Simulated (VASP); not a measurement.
# N (P2_13) in VASP: a series of runs

Runs on N. Level: r2SCAN. Tasks: single point.

Everything below comes from runs of VASP 6.6.1. Logs are shortened: lines on timing, memory, paths and dates and some standing lists are left out, and cuts for length are marked.

## (1) The cell of the first run

It takes space group P2_13 (No. 198, cubic). Conventional cell: a = 5.605 Å, b = 5.605 Å, c = 5.605 Å, α = 90.00°, β = 90.00°, γ = 90.00°. Within 5.0 Å of N (site symmetry 3) lie 12 N at 3.79 to 4.16 Å.

## (2) Single point, r2SCAN

POSCAR reads:

```
N
1.0
    5.6054090000      0.0000000000      0.0000000000
    0.0000000000      5.6054090000      0.0000000000
    0.0000000000      0.0000000000      5.6054090000
N
4
Direct
    0.4767900000      0.9767900000      0.5232100000
    0.9767900000      0.5232100000      0.4767900000
    0.0232100000      0.0232100000      0.0232100000
    0.5232100000      0.4767900000      0.9767900000
```

INCAR.step1 reads:

```
  PREC = Accurate
  ENCUT = 520
  ISMEAR = 0
  SIGMA = 0.02
  LREAL = False
  LASPH = True
  NELM = 60
  NBANDS = 18
  GGA = PE
  ALGO = Normal
  EDIFF = 1E-4
  LWAVE = True
  LCHARG = False
```

INCAR.step2 reads:

```
  PREC = Accurate
  ENCUT = 520
  EDIFF = 1E-7
  ISMEAR = 0
  SIGMA = 0.02
  LREAL = False
  LASPH = True
  NELM = 60
  ALGO = Normal
  ISIF = 2
  LWAVE = False
  LCHARG = False
  METAGGA = R2SCAN
  LMIXTAU = True
  NBANDS = 18
  ISTART = 1
```

KPOINTS reads:

```
regular mesh
0
Gamma
  4 4 4
```

Potentials or basis: VASP PAW PBE potentials, release 64 (N).

Started as:

```sh
cat potpaw_PBE.64/N/POTCAR > POTCAR
cp INCAR.step1 INCAR
mpirun -np 1 vasp_std > vasp.out
cp INCAR.step2 INCAR
mpirun -np 1 vasp_std > vasp.out
```

OUTCAR:

```text
PREC = Accurate
   ENCUT = 520
   EDIFF = 1E-7
   ISMEAR = 0
   LREAL = False
   LASPH = True
   NELM = 60
   ISIF = 2
   METAGGA = R2SCAN
   ISTART = 1

 ion  position               nearest neighbor table
   1  0.477  0.977  0.523-
   2  0.977  0.523  0.477-
   3  0.023  0.023  0.023-
   4  0.523  0.477  0.977-

  LATTYP: Found a simple cubic cell.
 ALAT       =     5.6054090000

  Lattice vectors:

 A1 = (   5.6054090000,   0.0000000000,   0.0000000000)
 A2 = (   0.0000000000,   5.6054090000,   0.0000000000)
 A3 = (   0.0000000000,   0.0000000000,   5.6054090000)

Analysis of symmetry for initial positions (statically):
=====================================================================
 Subroutine PRICEL returns:
 Original cell was already a primitive cell.

 Routine SETGRP: Setting up the symmetry group for a
 simple cubic supercell.

 Subroutine GETGRP returns: Found 12 space group operations
 (whereof  3 operations were pure point group operations)
 out of a pool of 48 trial point group operations.

The static configuration has the point symmetry C_3 .
 The point group associated with its full space group is T   .

Analysis of symmetry for dynamics (positions and initial velocities):
=====================================================================
 Subroutine PRICEL returns:
 Original cell was already a primitive cell.

 Routine SETGRP: Setting up the symmetry group for a
 simple cubic supercell.

 Subroutine GETGRP returns: Found 12 space group operations
 (whereof  3 operations were pure point group operations)
 out of a pool of 48 trial point group operations.

The dynamic configuration has the point symmetry C_3 .
 The point group associated with its full space group is T   .

 Subroutine INISYM returns: Found 12 space group operations
 (whereof  3 operations are pure point group operations),
 and found     1 'primitive' translations

----------------------------------------------------------------------------------------

                                     Primitive cell

  volume of cell :     176.1254

  direct lattice vectors                    reciprocal lattice vectors
     5.605409000  0.000000000  0.000000000     0.178399114  0.000000000  0.000000000
     0.000000000  5.605409000  0.000000000     0.000000000  0.178399114  0.000000000
     0.000000000  0.000000000  5.605409000     0.000000000  0.000000000  0.178399114

  length of vectors
     5.605409000  5.605409000  5.605409000     0.178399114  0.178399114  0.178399114

  position of ions in fractional coordinates (direct lattice)
     0.476790000  0.976790000  0.523210000
     0.976790000  0.523210000  0.476790000
     0.023210000  0.023210000  0.023210000
     0.523210000  0.476790000  0.976790000

  ion indices of the primitive-cell ions
   primitive index   ion index
                 1           1
                 2           2
                 3           3
                 4           4

----------------------------------------------------------------------------------------

 KPOINTS: regular mesh

Automatic generation of k-mesh.
 Grid dimensions read from file:
 generate k-points for:    4    4    4

 Generating k-lattice:

  Cartesian coordinates                     Fractional coordinates (reciprocal lattice)
     0.044599779  0.000000000  0.000000000     0.250000000  0.000000000  0.000000000
     0.000000000  0.044599779  0.000000000     0.000000000  0.250000000  0.000000000
     0.000000000  0.000000000  0.044599779     0.000000000  0.000000000  0.250000000

  Length of vectors
     0.044599779  0.044599779  0.044599779

  Shift w.r.t. Gamma in fractional coordinates (k-lattice)
     0.000000000  0.000000000  0.000000000

 Subroutine IBZKPT returns following result:
 ===========================================

 Found     11 irreducible k-points:

 Following reciprocal coordinates:
            Coordinates               Weight
  0.000000  0.000000  0.000000      1.000000
  0.250000  0.000000  0.000000      6.000000
  0.500000  0.000000  0.000000      3.000000
  0.250000  0.250000  0.000000     12.000000
  0.500000  0.250000  0.000000      6.000000
 -0.250000  0.500000  0.000000      6.000000
  0.500000  0.500000  0.000000      3.000000
  0.250000  0.250000  0.250000      8.000000
  0.500000  0.250000  0.250000     12.000000
  0.500000  0.500000  0.250000      6.000000
  0.500000  0.500000  0.500000      1.000000
   k-points           NKPTS =     11   k-points in BZ     NKDIM =     11   number of bands    NBANDS=     18
   number of dos      NEDOS =    301   number of ions     NIONS =      4
   total plane-waves  NPLWV =  74088
   dimension x,y,z NGX =    42 NGY =   42 NGZ =   42
   dimension x,y,z NGXF=    84 NGYF=   84 NGZF=   84
   ions per type =               4
   NGX,Y,Z   is equivalent  to a cutoff of  12.46, 12.46, 12.46 a.u.
   NGXF,Y,Z  is equivalent  to a cutoff of  24.91, 24.91, 24.91 a.u.
 SYSTEM =  unknown system
   PREC   = accura    normal or accurate (medium, high low for compatibility)
   ISTART =      1    job   : 0-new  1-cont  2-samecut
   ICHARG =      0    charge: 1-file 2-atom 10-const
   ISPIN  =      1    spin polarized calculation?
   LNONCOLLINEAR =      F non collinear calculations
   LSORBIT =      F    spin-orbit coupling
   LASPH  =      T    aspherical Exc in radial PAW
   ENCUT  =  520.0 eV  38.22 Ry    6.18 a.u.  10.42 10.42 10.42*2*pi/ulx,y,z
   NELM   =     60;   NELMIN=  2; NELMDL=  0     # of ELM steps
   EDIFF  = 0.1E-06   stopping-criterion for ELM
   LREAL  =      F    real-space projection
   EDIFFG = 0.1E-05   stopping-criterion for IOM
   NSW    =      0    number of steps for IOM
   IBRION =     -1    ionic relax: 0-MD 1-quasi-New 2-CG
   NFREE  =      0    steps in history (QN), initial steepest desc. (CG)
   ISIF   =      2    stress and relaxation
   ISYM   =      2    0-nonsym 1-usesym 2-fastsym
   POTIM  = 0.5000    time-step for ionic-motion
   TEBEG  =    0.0;   TEEND  =   0.0 temperature during run
   PSTRESS=    0.0 pullay stress
   NELECT =      20.0000    total number of electrons
   NUPDOWN=      -1.0000    fix difference up-down
   EMIN   =  10.00;   EMAX   =-10.00  energy-range for DOS
   EFERMI =   0.00;   METHOD = LEGACY
   ISMEAR =     0;   SIGMA  =   0.02  broadening in eV -4-tet -1-fermi 0-gaus
   EFERMI_NEDOS =   21; number of points for ismear=-14 and -15
   IALGO  =     38    algorithm
   IMIX   =      4    mixing-type and parameters
     AMIX     =   0.40;   BMIX     =  1.00
     AMIX_MAG =   1.60;   BMIX_MAG =  1.00
  volume/ion in A,a.u.               =      44.03       297.14
  Fermi-wavevector in a.u.,A,eV,Ry     =   0.792764  1.498108  8.550929  0.628476
  Thomas-Fermi vector in A             =   1.898567
   LORBIT       =      0    0 simple, 1 ext, 2 COOP (PROOUT), +10 PAW based schemes
   METAGGA = R2SCAN    functional components
   LHFCALC =     F    Hartree Fock is set to
   AEXX    =    0.0000 exact exchange contribution
   IVDW    =     0    specifies the selected vdW correction
   LEPSILON=     F    determine dielectric tensor
   LRPA    =     F    only Hartree local field effects (RPA)
 non-spin polarized calculation
 Gauss-broadening in eV      SIGMA  =   0.02
  energy-cutoff  :      520.00
  volume of cell :      176.13
 maximum number of plane-waves:      4780
 NGX is ok and might be reduce to    42
   NGX = 21   NGY = 21   NGZ = 21

 number of electron      19.9999996 magnetization

 Free energy of the ion-electron system (eV)
  ---------------------------------------------------
  ext. energy  EPLUGINS =         0.00000000
  ---------------------------------------------------
  free energy    TOTEN  =        -3.12522435 eV

  energy without entropy =       -3.11765372  energy(sigma->0) =       -3.12143904

 E-fermi :  -5.6338     XC(G=0):  -5.2882

 val. band max:       -5.6340721343   @ k =   0.5000   0.0000   0.0000
 cond. band min:      -5.6329477540   @ k =   0.2500   0.2500   0.0000
 fundamental gap:      0.0011243803
 Fermi energy:        -5.6337641842

 k-point     1 :       0.0000    0.0000    0.0000
  band No.  band energies     occupation
      1     -18.3068      2.00000
      2     -18.1088      2.00000
      3     -18.1088      2.00000
      4     -18.1088      2.00000
      5      -6.1369      2.00000
      6      -6.1369      2.00000
[... 10 lines left out ...]
     17       1.2541      0.00000
     18       4.9090      0.00000

 k-point     2 :       0.2500    0.0000    0.0000
  band No.  band energies     occupation
      1     -18.2794      2.00000
      2     -18.1443      2.00000
      3     -18.1071      2.00000
      4     -18.1022      2.00000
      5      -6.0816      2.00000
      6      -6.0798      2.00000
[... 10 lines left out ...]
     17       1.6704      0.00000
     18       4.0149      0.00000

 k-point     3 :       0.5000    0.0000    0.0000
  band No.  band energies     occupation
      1     -18.2125      2.00000
      2     -18.2125      2.00000
      3     -18.1037      2.00000
      4     -18.1037      2.00000
      5      -5.9415      2.00000
      6      -5.9415      2.00000
[... 10 lines left out ...]
     17       2.7238      0.00000
     18       2.7238      0.00000

 k-point     4 :       0.2500    0.2500    0.0000
  band No.  band energies     occupation
      1     -18.2557      2.00000
      2     -18.1495      2.00000
      3     -18.1212      2.00000
      4     -18.1057      2.00000
      5      -6.0597      2.00000
      6      -6.0230      2.00000
[... 102 lines left out ...]
      4     -18.1264      2.00000
      5      -6.1176      2.00000
      6      -6.1176      2.00000
[... 10 lines left out ...]
     17       3.3409      0.00000
     18       3.3409      0.00000

 k-point    10 :       0.5000    0.5000    0.2500
  band No.  band energies     occupation
      1     -18.1716      2.00000
      2     -18.1716      2.00000
      3     -18.1422      2.00000
      4     -18.1422      2.00000
      5      -6.1674      2.00000
      6      -6.1674      2.00000
[... 10 lines left out ...]
     17       4.0698      0.00000
     18       4.0698      0.00000

 k-point    11 :       0.5000    0.5000    0.5000
  band No.  band energies     occupation
      1     -18.1563      2.00000
      2     -18.1563      2.00000
      3     -18.1563      2.00000
      4     -18.1563      2.00000
      5      -6.2304      2.00000
      6      -6.2304      2.00000
[... 10 lines left out ...]
     17       4.6749      0.00000
     18       4.6749      0.00000

------------------------ aborting loop because EDIFF is reached ----------------------------------------

  FORCE on cell =-STRESS in cart. coord.  units (eV):
  Direction    XX          YY          ZZ          XY          YZ          ZX
  --------------------------------------------------------------------------------------
  -------------------------------------------------------------------------------------
  Total       -5.0908544     -5.0908544     -5.0908544      0.0000000      0.0000000      0.0000000
  in kB      -46.3104859    -46.3104859    -46.3104859      0.0000000      0.0000000      0.0000000
  external PRESSURE =     -46.3104859 kB  Pullay stress =       0.0000000 kB

 VOLUME and BASIS-vectors are now :
 -----------------------------------------------------------------------------
  energy-cutoff  :      520.00
  volume of cell :      176.13
      direct lattice vectors                 reciprocal lattice vectors
     5.605409000  0.000000000  0.000000000     0.178399114  0.000000000  0.000000000
     0.000000000  5.605409000  0.000000000     0.000000000  0.178399114  0.000000000
     0.000000000  0.000000000  5.605409000     0.000000000  0.000000000  0.178399114

 POSITION                                       TOTAL-FORCE (eV/Angst)
 -----------------------------------------------------------------------------------
      2.67260      5.47531      2.93281        -0.206752     -0.206752      0.206752
      5.47531      2.93281      2.67260        -0.206752      0.206752     -0.206752
      0.13010      0.13010      0.13010         0.206752      0.206752      0.206752
      2.93281      2.67260      5.47531         0.206752     -0.206752     -0.206752
 -----------------------------------------------------------------------------------
    total drift:                                0.000000      0.000000      0.000000

  FREE ENERGIE OF THE ION-ELECTRON SYSTEM (eV)
  ---------------------------------------------------
  free  energy   TOTEN  =        -3.1252243528 eV

  energy  without entropy=       -3.1176537189  energy(sigma->0) =       -3.12143904
```

Run time: 3.3 min. Hardware: 1 thread of Intel Xeon 8259CL, shared host; peak memory 0.27 GiB.

Results:

```yaml
Free_energy: -3.1252 eV
Pressure: -4.6 GPa
Largest_force: 0.358 eV/Å
Band_gap_on_the_k_mesh: zero (bands 10 and 11 overlap by 0.17 eV)
```

Forces in eV/Å, atoms in the order of the input:
```
N   -0.207 -0.207  0.207
N   -0.207  0.207 -0.207
N    0.207  0.207  0.207
N    0.207 -0.207 -0.207
```

Levels at points of the mesh, in eV from the Fermi level:
```
           k point  band 6  band 7  band 8  band 9  band 10  band 11  band 12  band 13  band 14  band 15
(0.00, 0.00, 0.00)   -0.50   -0.50   -0.02   -0.02    -0.02     0.00     0.00     0.03     0.26     0.26
(0.50, 0.00, 0.00)   -0.31   -0.27   -0.27   -0.18    -0.18     0.00     0.00     0.14     0.14     0.14
(0.50, 0.50, 0.00)   -0.40   -0.35   -0.35   -0.14    -0.14    -0.01    -0.01     0.17     0.17     0.21
(0.50, 0.50, 0.50)   -0.60   -0.60   -0.60    0.16     0.16     0.16     0.16     0.18     0.18     0.18
```

Caveat: the cell stands under tension; the PAW data sets were made with another functional, which shifts forces and pressure a little.

(Part 1 of 2 ends here.)
